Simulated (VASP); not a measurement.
Set up this calculation in VASP 6.6.1, as the native input.

* Task: single point
* Functional: PBE
* Potentials or basis: VASP PAW PBE potentials, release 64 (Cd, Te)
* Cutoff: 520 eV
* k mesh: 8 × 8 × 8
* Occupations: gaussian, width 0.05 eV
* Spin: no spin polarisation
* Dipole correction: no
* Further INCAR settings: ALGO = Normal; EDIFF = 1e-06; NBANDS = 16

The structure of CdTe lies in POSCAR:

```
CdTe
1.0
    0.0000000000      3.3011500000      3.2050000000
    3.3011500000      0.0000000000      3.2050000000
    3.3011500000      3.3011500000      0.0000000000
Cd Te
1 1
Direct
    0.0000000000      0.0000000000      0.0000000000
    0.7500000000      0.7500000000      0.7500000000
```

This cell differs from its parent crystal: strain +0.030 along x and y, +0.000 along z.

The input as run:

INCAR

```
SYSTEM = CdTe
PREC = Accurate
ENCUT = 520
EDIFF = 1E-6
ISMEAR = 0
SIGMA = 0.05
LREAL = .False.
LASPH = .True.
NELM = 80
ALGO = Normal
ISIF = 2
LWAVE = .False.
LCHARG = .False.
GGA = PE
NBANDS = 16
```

KPOINTS

```
Automatic mesh
0
Gamma
  8 8 8
  0 0 0
```

Potentials or basis: VASP PAW PBE potentials, release 64 (Cd, Te).

Command:

```console
$ cat potpaw_PBE.64/Cd/POTCAR potpaw_PBE.64/Te/POTCAR > POTCAR
$ mpirun -np 1 vasp_std > vasp.out
```

Results of the run:

```yaml
Pressure: 1.5 GPa
Band_gap_on_the_k_mesh: 0.63 eV
```

Caveat: the cell differs from its parent crystal (strain +0.030 along x and y, +0.000 along z); semilocal functionals underestimate gaps, and a narrow one can read as zero; spin-orbit coupling is left out, which moves the levels of the heavy elements.

Wall time 74 s on 1 thread of Intel Xeon 8259CL, on a shared host, peak memory 0.25 GiB.
